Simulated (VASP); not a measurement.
# TiB2 (P4/nmm) in VASP: single point with PBE

Aim: the single point of TiB2 with PBE.

Everything below comes from runs of VASP 6.6.1. Logs are shortened: lines on timing, memory, paths and dates and some standing lists are left out, and cuts for length are marked.

### Step 1. The cell of the first run

It takes space group P4/nmm (No. 129, tetragonal). Conventional cell: a = 3.107 Å, b = 3.107 Å, c = 5.409 Å, α = 90.00°, β = 90.00°, γ = 90.00°. Ti (site symmetry 4mm) has 10 B at 2.33 to 2.86 Å and 4 Ti at 2.83 Å within 3.1 Å. Within 2.5 Å of B (site symmetry -4m2) lie 8 B at 1.87 to 2.20 Å and 4 Ti at 2.39 Å. Within 2.5 Å of B (site symmetry 4mm) lie 4 B at 1.87 Å and 4 Ti at 2.33 Å.

### Step 2. Single point, PBE

File INCAR:

```
PREC = Accurate
ENCUT = 500
EDIFF = 1E-6
ISMEAR = 0
SIGMA = 0.2
LREAL = F
LASPH = T
NELM = 120
ALGO = Normal
ISIF = 2
LWAVE = F
LCHARG = F
GGA = PE
NBANDS = 27
GGA_COMPAT = F
```

File KPOINTS:

```
regular mesh
0
Gamma
  5 5 3
```

File POSCAR:

```
TiB2
1.0
    3.1065342316      0.0000000000      0.0000000000
    0.0000000000      3.1065342316      0.0000000000
    0.0000000000      0.0000000000      5.4091244066
Ti B
2 4
Direct
    0.0000000000      0.5000000000      0.6643542098
    0.5000000000      0.0000000000      0.3356457902
    0.0000000000      0.0000000000      0.0000000000
    0.5000000000      0.5000000000      0.0000000000
    0.0000000000      0.5000000000      0.1940039793
    0.5000000000      0.0000000000      0.8059960207
```

Potentials or basis: VASP PAW PBE potentials, release 64 (Ti_sv, B).

Started as:

```bash
$ cat potpaw_PBE.64/Ti_sv/POTCAR potpaw_PBE.64/B/POTCAR > POTCAR
$ mpirun -np 1 vasp_std > vasp.out
```

OUTCAR:

```text
PREC = Accurate
   ENCUT = 500
   EDIFF = 1E-6
   ISMEAR = 0
   LREAL = F
   LASPH = T
   NELM = 120
   ISIF = 2
   GGA = PE

 ion  position               nearest neighbor table
   1  0.000  0.500  0.664-   6 2.33   6 2.33   6 2.33   6 2.33   4 2.39   4 2.39   3 2.39   3 2.39
                             5 2.54   2 2.83   2 2.83   2 2.83   2 2.83
   2  0.500  0.000  0.336-   5 2.33   5 2.33   5 2.33   5 2.33   4 2.39   3 2.39   3 2.39   4 2.39
                             6 2.54   1 2.83   1 2.83   1 2.83   1 2.83
   3  0.000  0.000  0.000-   5 1.87   6 1.87   5 1.87   6 1.87   1 2.39   1 2.39   2 2.39   2 2.39

   4  0.500  0.500  0.000-   5 1.87   6 1.87   6 1.87   5 1.87   2 2.39   1 2.39   1 2.39   2 2.39

   5  0.000  0.500  0.194-   3 1.87   4 1.87   3 1.87   4 1.87   2 2.33   2 2.33   2 2.33   2 2.33
                             1 2.54
   6  0.500  0.000  0.806-   3 1.87   4 1.87   4 1.87   3 1.87   1 2.33   1 2.33   1 2.33   1 2.33
                             2 2.54

  LATTYP: Found a simple tetragonal cell.
 ALAT       =     3.1065342316
 C/A-ratio  =     1.7412086922

  Lattice vectors:

 A1 = (   3.1065342316,   0.0000000000,   0.0000000000)
 A2 = (   0.0000000000,   3.1065342316,   0.0000000000)
 A3 = (   0.0000000000,   0.0000000000,   5.4091244066)

Analysis of symmetry for initial positions (statically):
=====================================================================
 Subroutine PRICEL returns:
 Original cell was already a primitive cell.

 Routine SETGRP: Setting up the symmetry group for a
 simple tetragonal supercell.

 Subroutine GETGRP returns: Found 16 space group operations
 (whereof  8 operations were pure point group operations)
 out of a pool of 16 trial point group operations.

The static configuration has the point symmetry D_2d.
 The point group associated with its full space group is D_4h.

Analysis of symmetry for dynamics (positions and initial velocities):
=====================================================================
 Subroutine PRICEL returns:
 Original cell was already a primitive cell.

 Routine SETGRP: Setting up the symmetry group for a
 simple tetragonal supercell.

 Subroutine GETGRP returns: Found 16 space group operations
 (whereof  8 operations were pure point group operations)
 out of a pool of 16 trial point group operations.

The dynamic configuration has the point symmetry D_2d.
 The point group associated with its full space group is D_4h.

 Subroutine INISYM returns: Found 16 space group operations
 (whereof  8 operations are pure point group operations),
 and found     1 'primitive' translations

----------------------------------------------------------------------------------------

                                     Primitive cell

  volume of cell :      52.2011

  direct lattice vectors                    reciprocal lattice vectors
     3.106534232  0.000000000  0.000000000     0.321902134  0.000000000  0.000000000
     0.000000000  3.106534232  0.000000000     0.000000000  0.321902134  0.000000000
     0.000000000  0.000000000  5.409124407     0.000000000  0.000000000  0.184872805

  length of vectors
     3.106534232  3.106534232  5.409124407     0.321902134  0.321902134  0.184872805

  position of ions in fractional coordinates (direct lattice)
     0.000000000  0.500000000  0.664354210
     0.500000000  0.000000000  0.335645790
     0.000000000  0.000000000  0.000000000
     0.500000000  0.500000000  0.000000000
     0.000000000  0.500000000  0.194003979
     0.500000000  0.000000000  0.805996021

  ion indices of the primitive-cell ions
   primitive index   ion index
                 1           1
                 2           2
                 3           3
                 4           4
                 5           5
                 6           6

----------------------------------------------------------------------------------------

 KPOINTS: regular mesh

Automatic generation of k-mesh.
 Grid dimensions read from file:
 generate k-points for:    5    5    3

 Generating k-lattice:

  Cartesian coordinates                     Fractional coordinates (reciprocal lattice)
     0.064380427  0.000000000  0.000000000     0.200000000  0.000000000  0.000000000
     0.000000000  0.064380427  0.000000000     0.000000000  0.200000000  0.000000000
     0.000000000  0.000000000  0.061624268     0.000000000  0.000000000  0.333333333

  Length of vectors
     0.064380427  0.064380427  0.061624268

  Shift w.r.t. Gamma in fractional coordinates (k-lattice)
     0.000000000  0.000000000  0.000000000

 Subroutine IBZKPT returns following result:
 ===========================================

 Found     12 irreducible k-points:

 Following reciprocal coordinates:
            Coordinates               Weight
  0.000000  0.000000  0.000000      1.000000
  0.200000  0.000000  0.000000      4.000000
  0.400000  0.000000  0.000000      4.000000
  0.200000  0.200000  0.000000      4.000000
  0.400000  0.200000  0.000000      8.000000
  0.400000  0.400000  0.000000      4.000000
  0.000000  0.000000  0.333333      2.000000
  0.200000  0.000000  0.333333      8.000000
  0.400000  0.000000  0.333333      8.000000
  0.200000  0.200000  0.333333      8.000000
  0.400000  0.200000  0.333333     16.000000
  0.400000  0.400000  0.333333      8.000000
   k-points           NKPTS =     12   k-points in BZ     NKDIM =     12   number of bands    NBANDS=     27
   number of dos      NEDOS =    301   number of ions     NIONS =      6
   total plane-waves  NPLWV =  23040
   dimension x,y,z NGX =    24 NGY =   24 NGZ =   40
   dimension x,y,z NGXF=    48 NGYF=   48 NGZF=   80
   ions per type =               2   4
   NGX,Y,Z   is equivalent  to a cutoff of  12.84, 12.84, 12.29 a.u.
   NGXF,Y,Z  is equivalent  to a cutoff of  25.69, 25.69, 24.59 a.u.
 SYSTEM =  unknown system
   PREC   = accura    normal or accurate (medium, high low for compatibility)
   ISTART =      0    job   : 0-new  1-cont  2-samecut
   ICHARG =      2    charge: 1-file 2-atom 10-const
   ISPIN  =      1    spin polarized calculation?
   LNONCOLLINEAR =      F non collinear calculations
   LSORBIT =      F    spin-orbit coupling
   LASPH  =      T    aspherical Exc in radial PAW
   ENCUT  =  500.0 eV  36.75 Ry    6.06 a.u.   5.66  5.66  9.86*2*pi/ulx,y,z
   NELM   =    120;   NELMIN=  2; NELMDL= -5     # of ELM steps
   EDIFF  = 0.1E-05   stopping-criterion for ELM
   LREAL  =      F    real-space projection
   EDIFFG = 0.1E-04   stopping-criterion for IOM
   NSW    =      0    number of steps for IOM
   IBRION =     -1    ionic relax: 0-MD 1-quasi-New 2-CG
   NFREE  =      0    steps in history (QN), initial steepest desc. (CG)
   ISIF   =      2    stress and relaxation
   ISYM   =      2    0-nonsym 1-usesym 2-fastsym
   POTIM  = 0.5000    time-step for ionic-motion
   TEBEG  =    0.0;   TEEND  =   0.0 temperature during run
   PSTRESS=    0.0 pullay stress
   NELECT =      36.0000    total number of electrons
   NUPDOWN=      -1.0000    fix difference up-down
   EMIN   =  10.00;   EMAX   =-10.00  energy-range for DOS
   EFERMI =   0.00;   METHOD = LEGACY
   ISMEAR =     0;   SIGMA  =   0.20  broadening in eV -4-tet -1-fermi 0-gaus
   EFERMI_NEDOS =   21; number of points for ismear=-14 and -15
   IALGO  =     38    algorithm
   IMIX   =      4    mixing-type and parameters
     AMIX     =   0.40;   BMIX     =  1.00
     AMIX_MAG =   1.60;   BMIX_MAG =  1.00
  volume/ion in A,a.u.               =       8.70        58.71
  Fermi-wavevector in a.u.,A,eV,Ry     =   1.446381  2.733263 28.463616  2.092017
  Thomas-Fermi vector in A             =   2.564456
   LORBIT       =      0    0 simple, 1 ext, 2 COOP (PROOUT), +10 PAW based schemes
   GGA     = PE    functional components
   LHFCALC =     F    Hartree Fock is set to
   AEXX    =    0.0000 exact exchange contribution
   IVDW    =     0    specifies the selected vdW correction
   LEPSILON=     F    determine dielectric tensor
   LRPA    =     F    only Hartree local field effects (RPA)
 non-spin polarized calculation
 Gauss-broadening in eV      SIGMA  =   0.20
  energy-cutoff  :      500.00
  volume of cell :       52.20
 maximum number of plane-waves:      1343
 NGX is ok and might be reduce to    24
   NGX = 11   NGY = 11   NGZ = 19

 number of electron      36.0000009 magnetization

 Free energy of the ion-electron system (eV)
  ---------------------------------------------------
  ext. energy  EPLUGINS =         0.00000000
  ---------------------------------------------------
  free energy    TOTEN  =       -44.78048541 eV

  energy without entropy =      -44.75824786  energy(sigma->0) =      -44.76936664

 E-fermi :  10.2432     XC(G=0): -12.7064

 val. band max:       10.1496908387   @ k =   0.4000   0.0000   0.0000
 cond. band min:      10.3099044281   @ k =   0.0000   0.0000   0.3333
 fundamental gap:      0.1602135894
 Fermi energy:        10.2432185696

 k-point     1 :       0.0000    0.0000    0.0000
  band No.  band energies     occupation
      1     -46.4945      2.00000
      2     -46.3810      2.00000
      3     -22.9744      2.00000
      4     -22.7336      2.00000
      5     -22.7336      2.00000
      6     -22.6627      2.00000
[... 19 lines left out ...]
     26      13.4572      0.00000
     27      13.4572      0.00000

 k-point     2 :       0.2000    0.0000    0.0000
  band No.  band energies     occupation
      1     -46.4765      2.00000
      2     -46.3846      2.00000
      3     -22.9618      2.00000
      4     -22.8614      2.00000
      5     -22.7057      2.00000
      6     -22.6143      2.00000
[... 19 lines left out ...]
     26      13.3526      0.00000
     27      13.6056      0.00000

 k-point     3 :       0.4000    0.0000    0.0000
  band No.  band energies     occupation
      1     -46.4366      2.00000
      2     -46.4014      2.00000
      3     -22.9883      2.00000
      4     -22.9857      2.00000
      5     -22.6639      2.00000
      6     -22.6408      2.00000
[... 19 lines left out ...]
     26      13.9859      0.00000
     27      14.6775      0.00000

 k-point     4 :       0.2000    0.2000    0.0000
  band No.  band energies     occupation
      1     -46.4607      2.00000
      2     -46.3862      2.00000
      3     -22.9457      2.00000
      4     -22.8351      2.00000
      5     -22.8207      2.00000
      6     -22.6476      2.00000
[... 19 lines left out ...]
     26      14.4072      0.00000
     27      14.9321      0.00000

 k-point     5 :       0.4000    0.2000    0.0000
  band No.  band energies     occupation
      1     -46.4261      2.00000
      2     -46.3976      2.00000
      3     -22.9629      2.00000
      4     -22.9583      2.00000
      5     -22.7590      2.00000
      6     -22.7130      2.00000
[... 19 lines left out ...]
     26      14.5799      0.00000
     27      16.0551      0.00000

 k-point     6 :       0.4000    0.4000    0.0000
  band No.  band energies     occupation
      1     -46.4058      2.00000
      2     -46.3949      2.00000
      3     -22.9661      2.00000
      4     -22.9600      2.00000
      5     -22.8028      2.00000
      6     -22.7577      2.00000
[... 19 lines left out ...]
     26      15.3072      0.00000
     27      15.8831      0.00000

 k-point     7 :       0.0000    0.0000    0.3333
  band No.  band energies     occupation
      1     -46.4939      2.00000
      2     -46.3816      2.00000
      3     -22.9557      2.00000
      4     -22.7311      2.00000
      5     -22.7311      2.00000
      6     -22.6830      2.00000
[... 19 lines left out ...]
     26      13.8210      0.00000
     27      13.9076      0.00000

 k-point     8 :       0.2000    0.0000    0.3333
  band No.  band energies     occupation
      1     -46.4761      2.00000
      2     -46.3851      2.00000
      3     -22.9515      2.00000
      4     -22.8693      2.00000
      5     -22.7037      2.00000
      6     -22.6216      2.00000
[... 19 lines left out ...]
     26      13.9401      0.00000
     27      14.7088      0.00000

 k-point     9 :       0.4000    0.0000    0.3333
  band No.  band energies     occupation
      1     -46.4364      2.00000
      2     -46.4016      2.00000
      3     -22.9991      2.00000
      4     -22.9906      2.00000
      5     -22.6525      2.00000
      6     -22.6400      2.00000
[... 19 lines left out ...]
     26      13.5504      0.00000
     27      14.0880      0.00000

 k-point    10 :       0.2000    0.2000    0.3333
  band No.  band energies     occupation
      1     -46.4603      2.00000
      2     -46.3866      2.00000
      3     -22.9404      2.00000
      4     -22.8472      2.00000
      5     -22.8180      2.00000
      6     -22.6409      2.00000
[... 19 lines left out ...]
     26      14.6910      0.00000
     27      15.1669      0.00000

 k-point    11 :       0.4000    0.2000    0.3333
  band No.  band energies     occupation
      1     -46.4260      2.00000
      2     -46.3978      2.00000
      3     -22.9682      2.00000
      4     -22.9637      2.00000
      5     -22.7603      2.00000
      6     -22.7036      2.00000
[... 19 lines left out ...]
     26      14.6464      0.00000
     27      15.5457      0.00000

 k-point    12 :       0.4000    0.4000    0.3333
  band No.  band energies     occupation
      1     -46.4057      2.00000
      2     -46.3950      2.00000
      3     -22.9660      2.00000
      4     -22.9570      2.00000
      5     -22.8088      2.00000
      6     -22.7533      2.00000
[... 19 lines left out ...]
     26      15.7069      0.00000
     27      16.2702      0.00000

------------------------ aborting loop because EDIFF is reached ----------------------------------------

  FORCE on cell =-STRESS in cart. coord.  units (eV):
  Direction    XX          YY          ZZ          XY          YZ          ZX
  --------------------------------------------------------------------------------------
  -------------------------------------------------------------------------------------
  Total       -0.0317062     -0.0317062      0.0318449      0.0000000      0.0000000      0.0000000
  in kB       -0.9731420     -0.9731420      0.9773962      0.0000000      0.0000000      0.0000000
  external PRESSURE =      -0.3229626 kB  Pullay stress =       0.0000000 kB

 VOLUME and BASIS-vectors are now :
 -----------------------------------------------------------------------------
  energy-cutoff  :      500.00
  volume of cell :       52.20
      direct lattice vectors                 reciprocal lattice vectors
     3.106534232  0.000000000  0.000000000     0.321902134  0.000000000  0.000000000
     0.000000000  3.106534232  0.000000000     0.000000000  0.321902134  0.000000000
     0.000000000  0.000000000  5.409124407     0.000000000  0.000000000  0.184872805

 POSITION                                       TOTAL-FORCE (eV/Angst)
 -----------------------------------------------------------------------------------
      0.00000      1.55327      3.59357         0.000000      0.000000     -0.074066
      1.55327      0.00000      1.81555         0.000000     -0.000000      0.074066
      0.00000      0.00000      0.00000         0.000000     -0.000000      0.000000
      1.55327      1.55327      0.00000         0.000000     -0.000000      0.000000
      0.00000      1.55327      1.04939         0.000000     -0.000000     -0.000127
      1.55327      0.00000      4.35973        -0.000000     -0.000000      0.000127
 -----------------------------------------------------------------------------------
    total drift:                                0.000000      0.000000     -0.000000

  FREE ENERGIE OF THE ION-ELECTRON SYSTEM (eV)
  ---------------------------------------------------
  free  energy   TOTEN  =       -44.7804854108 eV

  energy  without entropy=      -44.7582478608  energy(sigma->0) =      -44.76936664
```

It took 8.1 s on 1 thread of Intel Xeon 6975P-C (Granite Rapids), shared host; peak memory 0.16 GiB.

Results:

```
Free energy            : -44.7805 eV
Pressure               : 0.0 GPa
Largest force          : 0.074 eV/Å
Band gap on the k mesh : zero (band 18 reaches 10.67 eV, above the bottom of band 19 at 10.15 eV)
```

Forces in eV/Å, atoms in the order of the input:
```
Ti   0.000  0.000 -0.074
Ti   0.000  0.000  0.074
B    0.000  0.000  0.000
B    0.000  0.000  0.000
B    0.000  0.000  0.000
B    0.000  0.000  0.000
```

Caveat: the k points lie up to 0.40 Å⁻¹ apart.
